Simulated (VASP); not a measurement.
Write the native input for VASP 6.6.1 that does the following.

| Quantity | Value |
| --- | --- |
| Task | single point |
| Functional | RPBE |
| Potentials or basis | VASP PAW PBE potentials, release 64 (Cs_sv) |
| Cutoff | 520 eV |
| k mesh | 8 × 8 × 8 |
| Occupations | fermi-dirac, width 0.1 eV |
| Spin | no spin polarisation |
| Dipole correction | no |
| Further INCAR settings | ALGO = Normal; EDIFF = 1e-06; NBANDS = 10 |

The structure of Cs lies in POSCAR:

```
Cs
1.0
    0.0000000000      3.8630810877      3.8630810877
    3.8630810877      0.0000000000      3.8630810877
    3.8630810877      3.8630810877      0.0000000000
Cs
1
Direct
    0.0000000000      0.0000000000      0.0000000000
```

This cell differs from its parent crystal: volume scaled by 0.88.

One way to write it, as run:

INCAR

```
ALGO = Normal
EDIFF = 1E-6
ENCUT = 520
GGA = RP
ISIF = 2
ISMEAR = -1
LASPH = T
LCHARG = F
LREAL = F
LWAVE = F
NBANDS = 10
NELM = 80
PREC = Accurate
SIGMA = 0.1
```

KPOINTS

```
k-points
0
Gamma
  8 8 8
```

Potentials or basis: VASP PAW PBE potentials, release 64 (Cs_sv).

Run with:

```console
$ cat potpaw_PBE.64/Cs_sv/POTCAR > POTCAR
$ mpirun -np 1 vasp_std > vasp.out
```

Results of the run:

```yaml
Pressure: 0.3 GPa
```

Caveat: the PAW data sets were made with another functional, which shifts forces and pressure a little.

It took 15 s on 1 thread of AMD EPYC 9R45 (Zen 5), with other jobs on the host, peak memory 0.21 GiB.
